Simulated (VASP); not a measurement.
# GaN (P3m1) in VASP: further runs, part 2 of 2

VASP 6.6.1. The steps go on from the part before.

## 3. Single point, PBE (mode 6 (319.1 1/cm) frozen in, largest displacement +0.025 Å)

INCAR

```
ALGO = Normal
EDIFF = 1E-7
ENCUT = 520
GGA = PE
ISIF = 2
ISMEAR = 0
LASPH = T
LCHARG = F
LREAL = F
LWAVE = F
NBANDS = 26
NELM = 80
PREC = Accurate
SIGMA = 0.05
```

KPOINTS

```
k-points
0
Gamma
  12 12 6
```

POSCAR

```
GaN
1.0
    3.2184289119      0.0000000000      0.0000000000
   -1.6092144560      2.7872411979      0.0000000000
    0.0000000000      0.0000000000      5.2430304311
Ga N
2 2
Direct
    0.3333333333      0.6666666667      1.0038999215
    0.6666666667      0.3333333333      0.4943634519
    0.3333333333      0.6666666667      0.3762967446
    0.6666666667      0.3333333333      0.8754398820
```

Potentials or basis: VASP PAW PBE potentials, release 64 (Ga_d, N).

Started as:

```console
$ cat potpaw_PBE.64/Ga_d/POTCAR potpaw_PBE.64/N/POTCAR > POTCAR
$ mpirun -np 1 vasp_std > vasp.out
```

OUTCAR:

```text
EDIFF = 1E-7
   ENCUT = 520
   GGA = PE
   ISIF = 2
   ISMEAR = 0
   LASPH = T
   LREAL = F
   NELM = 80
   PREC = Accurate

 ion  position               nearest neighbor table
   1  0.333  0.667  0.004-   3 1.95   4 1.98   4 1.98   4 1.98
   2  0.667  0.333  0.494-   3 1.96   3 1.96   3 1.96   4 2.00
   3  0.333  0.667  0.376-   1 1.95   2 1.96   2 1.96   2 1.96
   4  0.667  0.333  0.875-   1 1.98   1 1.98   1 1.98   2 2.00

  LATTYP: Found a hexagonal cell.
 ALAT       =     3.2184289119
 C/A-ratio  =     1.6290651665

  Lattice vectors:

 A1 = (   3.2184289119,   0.0000000000,   0.0000000000)
 A2 = (  -1.6092144560,   2.7872411979,   0.0000000000)
 A3 = (   0.0000000000,   0.0000000000,   5.2430304311)

Analysis of symmetry for initial positions (statically):
=====================================================================
 Subroutine PRICEL returns:
 Original cell was already a primitive cell.

 Routine SETGRP: Setting up the symmetry group for a
 hexagonal supercell.

 Subroutine GETGRP returns: Found  6 space group operations
 (whereof  6 operations were pure point group operations)
 out of a pool of 24 trial point group operations.

The static configuration has the point symmetry C_3v.

Analysis of symmetry for dynamics (positions and initial velocities):
=====================================================================
 Subroutine PRICEL returns:
 Original cell was already a primitive cell.

 Routine SETGRP: Setting up the symmetry group for a
 hexagonal supercell.

 Subroutine GETGRP returns: Found  6 space group operations
 (whereof  6 operations were pure point group operations)
 out of a pool of 24 trial point group operations.

The dynamic configuration has the point symmetry C_3v.

 Subroutine INISYM returns: Found  6 space group operations
 (whereof  6 operations are pure point group operations),
 and found     1 'primitive' translations

----------------------------------------------------------------------------------------

                                     Primitive cell

  volume of cell :      47.0328

  direct lattice vectors                    reciprocal lattice vectors
     3.218428912  0.000000000  0.000000000     0.310710607  0.179388852  0.000000000
    -1.609214456  2.787241198  0.000000000     0.000000000  0.358777705  0.000000000
     0.000000000  0.000000000  5.243030431     0.000000000  0.000000000  0.190729391

  length of vectors
     3.218428912  3.218428912  5.243030431     0.358777705  0.358777705  0.190729391

  position of ions in fractional coordinates (direct lattice)
     0.333333333  0.666666667  0.003899922
     0.666666667  0.333333333  0.494363452
     0.333333333  0.666666667  0.376296745
     0.666666667  0.333333333  0.875439882

  ion indices of the primitive-cell ions
   primitive index   ion index
                 1           1
                 2           2
                 3           3
                 4           4

----------------------------------------------------------------------------------------

 KPOINTS: k-points

Automatic generation of k-mesh.
 Grid dimensions read from file:
 generate k-points for:   12   12    6

 Generating k-lattice:

  Cartesian coordinates                     Fractional coordinates (reciprocal lattice)
     0.025892551  0.014949071  0.000000000     0.083333333  0.000000000  0.000000000
     0.000000000  0.029898142  0.000000000     0.000000000  0.083333333  0.000000000
     0.000000000  0.000000000  0.031788232     0.000000000  0.000000000  0.166666667

  Length of vectors
     0.029898142  0.029898142  0.031788232

  Shift w.r.t. Gamma in fractional coordinates (k-lattice)
     0.000000000  0.000000000  0.000000000

 Subroutine IBZKPT returns following result:
 ===========================================

 Found    100 irreducible k-points:

 Following reciprocal coordinates:
            Coordinates               Weight
  0.000000  0.000000  0.000000      1.000000
  0.083333  0.000000  0.000000      6.000000
  0.166667  0.000000  0.000000      6.000000
  0.250000  0.000000  0.000000      6.000000
  0.333333  0.000000  0.000000      6.000000
  0.416667  0.000000  0.000000      6.000000
[... 16 lines left out ...]
  0.166667  0.000000  0.166667      6.000000
  0.000000  0.166667  0.166667      6.000000
 [... further k-points ...]
   k-points           NKPTS =    100   k-points in BZ     NKDIM =    100   number of bands    NBANDS=     26
   number of dos      NEDOS =    301   number of ions     NIONS =      4
   total plane-waves  NPLWV =  23040
   dimension x,y,z NGX =    24 NGY =   24 NGZ =   40
   dimension x,y,z NGXF=    48 NGYF=   48 NGZF=   80
   ions per type =               2   2
   NGX,Y,Z   is equivalent  to a cutoff of  12.40, 12.40, 12.68 a.u.
   NGXF,Y,Z  is equivalent  to a cutoff of  24.79, 24.79, 25.37 a.u.
 SYSTEM =  unknown system
   PREC   = accura    normal or accurate (medium, high low for compatibility)
   ISTART =      0    job   : 0-new  1-cont  2-samecut
   ICHARG =      2    charge: 1-file 2-atom 10-const
   ISPIN  =      1    spin polarized calculation?
   LNONCOLLINEAR =      F non collinear calculations
   LSORBIT =      F    spin-orbit coupling
   LASPH  =      T    aspherical Exc in radial PAW
   ENCUT  =  520.0 eV  38.22 Ry    6.18 a.u.   5.98  5.98  9.75*2*pi/ulx,y,z
   NELM   =     80;   NELMIN=  2; NELMDL= -5     # of ELM steps
   EDIFF  = 0.1E-06   stopping-criterion for ELM
   LREAL  =      F    real-space projection
   EDIFFG = 0.1E-05   stopping-criterion for IOM
   NSW    =      0    number of steps for IOM
   IBRION =     -1    ionic relax: 0-MD 1-quasi-New 2-CG
   NFREE  =      0    steps in history (QN), initial steepest desc. (CG)
   ISIF   =      2    stress and relaxation
   ISYM   =      2    0-nonsym 1-usesym 2-fastsym
   POTIM  = 0.5000    time-step for ionic-motion
   TEBEG  =    0.0;   TEEND  =   0.0 temperature during run
   PSTRESS=    0.0 pullay stress
   NELECT =      36.0000    total number of electrons
   NUPDOWN=      -1.0000    fix difference up-down
   EMIN   =  10.00;   EMAX   =-10.00  energy-range for DOS
   EFERMI =   0.00;   METHOD = LEGACY
   ISMEAR =     0;   SIGMA  =   0.05  broadening in eV -4-tet -1-fermi 0-gaus
   EFERMI_NEDOS =   21; number of points for ismear=-14 and -15
   IALGO  =     38    algorithm
   IMIX   =      4    mixing-type and parameters
     AMIX     =   0.40;   BMIX     =  1.00
     AMIX_MAG =   1.60;   BMIX_MAG =  1.00
  volume/ion in A,a.u.               =      11.76        79.35
  Fermi-wavevector in a.u.,A,eV,Ry     =   1.497529  2.829920 30.512351  2.242595
  Thomas-Fermi vector in A             =   2.609406
   LORBIT       =      0    0 simple, 1 ext, 2 COOP (PROOUT), +10 PAW based schemes
   GGA     = PE    functional components
   LHFCALC =     F    Hartree Fock is set to
   AEXX    =    0.0000 exact exchange contribution
   IVDW    =     0    specifies the selected vdW correction
   LEPSILON=     F    determine dielectric tensor
   LRPA    =     F    only Hartree local field effects (RPA)
 non-spin polarized calculation
 Gauss-broadening in eV      SIGMA  =   0.05
  energy-cutoff  :      520.00
  volume of cell :       47.03
 maximum number of plane-waves:      1290
   NGX = 11   NGY = 11   NGZ = 19

 number of electron      35.9999997 magnetization

 Free energy of the ion-electron system (eV)
  ---------------------------------------------------
  ext. energy  EPLUGINS =         0.00000000
  ---------------------------------------------------
  free energy    TOTEN  =       -24.31154069 eV

  energy without entropy =      -24.31154069  energy(sigma->0) =      -24.31154069

 E-fermi :   5.3287     XC(G=0): -11.5150

 val. band max:        5.0346110955   @ k =   0.0000   0.0000   0.0000
 cond. band min:       6.7163640350   @ k =   0.0000   0.0000   0.0000
 fundamental gap:      1.6817529395
 Fermi energy:         5.3287033777

 k-point     1 :       0.0000    0.0000    0.0000
  band No.  band energies     occupation
      1     -10.7667      2.00000
      2      -9.8724      2.00000
      3      -8.4557      2.00000
      4      -8.4557      2.00000
      5      -8.4169      2.00000
      6      -8.2949      2.00000
[... 18 lines left out ...]
     25      16.4949      0.00000
     26      16.4949      0.00000
[... 644 lines left out ...]
      4      -8.4149      2.00000
      5      -8.3323      2.00000
      6      -8.2717      2.00000
[... 18 lines left out ...]
     25      15.7939      0.00000
     26      16.7534      0.00000

 [... further k-points ...]

------------------------ aborting loop because EDIFF is reached ----------------------------------------

  FORCE on cell =-STRESS in cart. coord.  units (eV):
  Direction    XX          YY          ZZ          XY          YZ          ZX
  --------------------------------------------------------------------------------------
  -------------------------------------------------------------------------------------
  Total        0.0399267      0.0399267      0.0698574     -0.0000000      0.0000000      0.0000000
  in kB        1.3601062      1.3601062      2.3796985     -0.0000000      0.0000000      0.0000000
  external PRESSURE =       1.6999703 kB  Pullay stress =       0.0000000 kB

 VOLUME and BASIS-vectors are now :
 -----------------------------------------------------------------------------
  energy-cutoff  :      520.00
  volume of cell :       47.03
      direct lattice vectors                 reciprocal lattice vectors
     3.218428912  0.000000000  0.000000000     0.310710607  0.179388852  0.000000000
    -1.609214456  2.787241198  0.000000000     0.000000000  0.358777705  0.000000000
     0.000000000  0.000000000  5.243030431     0.000000000  0.000000000  0.190729391

 POSITION                                       TOTAL-FORCE (eV/Angst)
 -----------------------------------------------------------------------------------
     -0.00000      1.85816      0.02045        -0.000000      0.000000     -0.671195
      1.60921      0.92908      2.59196        -0.000000     -0.000000      0.633930
     -0.00000      1.85816      1.97294         0.000000     -0.000000      0.004743
      1.60921      0.92908      4.58996        -0.000000     -0.000000      0.032522
 -----------------------------------------------------------------------------------
    total drift:                               -0.000001     -0.000001      0.001186

  FREE ENERGIE OF THE ION-ELECTRON SYSTEM (eV)
  ---------------------------------------------------
  free  energy   TOTEN  =       -24.3115406925 eV

  energy  without entropy=      -24.3115406925  energy(sigma->0) =      -24.31154069
```

OSZICAR:

```text
N       E                     dE             d eps       ncg     rms          rms(c)
DAV:   1     0.282847920740E+03    0.28285E+03   -0.17653E+04  5616   0.257E+03
DAV:   2     0.807152092918E+01   -0.27478E+03   -0.25927E+03  5744   0.488E+02
DAV:   3    -0.270382248307E+02   -0.35110E+02   -0.34614E+02  6154   0.143E+02
DAV:   4    -0.282143645563E+02   -0.11761E+01   -0.11710E+01  6140   0.281E+01
DAV:   5    -0.282402869205E+02   -0.25922E-01   -0.25898E-01  6404   0.400E+00    0.108E+01
DAV:   6    -0.242401821786E+02    0.40001E+01   -0.10172E+01  8590   0.481E+01    0.308E+00
DAV:   7    -0.243298787806E+02   -0.89697E-01   -0.13397E+00  5514   0.912E+00    0.268E+00
DAV:   8    -0.243241754418E+02    0.57033E-02   -0.15298E-01  8530   0.486E+00    0.785E-01
DAV:   9    -0.243110399011E+02    0.13136E-01   -0.43031E-02  8362   0.363E+00    0.370E-01
DAV:  10    -0.243115017251E+02   -0.46182E-03   -0.46345E-03  5506   0.525E-01    0.418E-02
DAV:  11    -0.243115369710E+02   -0.35246E-04   -0.40120E-04  8376   0.343E-01    0.314E-02
DAV:  12    -0.243115395770E+02   -0.26060E-05   -0.56106E-05  5566   0.795E-02    0.309E-02
DAV:  13    -0.243115395171E+02    0.59910E-07   -0.12587E-05  7712   0.332E-02    0.105E-02
DAV:  14    -0.243115406424E+02   -0.11253E-05   -0.44948E-06  8348   0.331E-02    0.104E-02
DAV:  15    -0.243115406494E+02   -0.69767E-08   -0.13228E-06  6152   0.116E-02    0.259E-03
DAV:  16    -0.243115406925E+02   -0.43089E-07   -0.15765E-07  4334   0.351E-03
   1 F= -.24311541E+02 E0= -.24311541E+02  d E =-.616594E-19
```

Run time: 3.9 min. Hardware: 1 thread of AMD EPYC 7R13, shared host; peak memory 0.2 GiB.

Results:

- Free energy: -24.3115 eV
- Pressure: 0.2 GPa
- Largest force: 0.671 eV/Å
- Band gap on the k mesh: 1.68 eV, direct

Forces in eV/Å, atoms in the order of the input:
```
Ga   0.000  0.000 -0.671
Ga   0.000  0.000  0.634
N    0.000  0.000  0.005
N    0.000  0.000  0.033
```

Caveat: the cell differs from its parent crystal (mode 6 (319.1 1/cm) frozen in, largest displacement +0.025 Å).
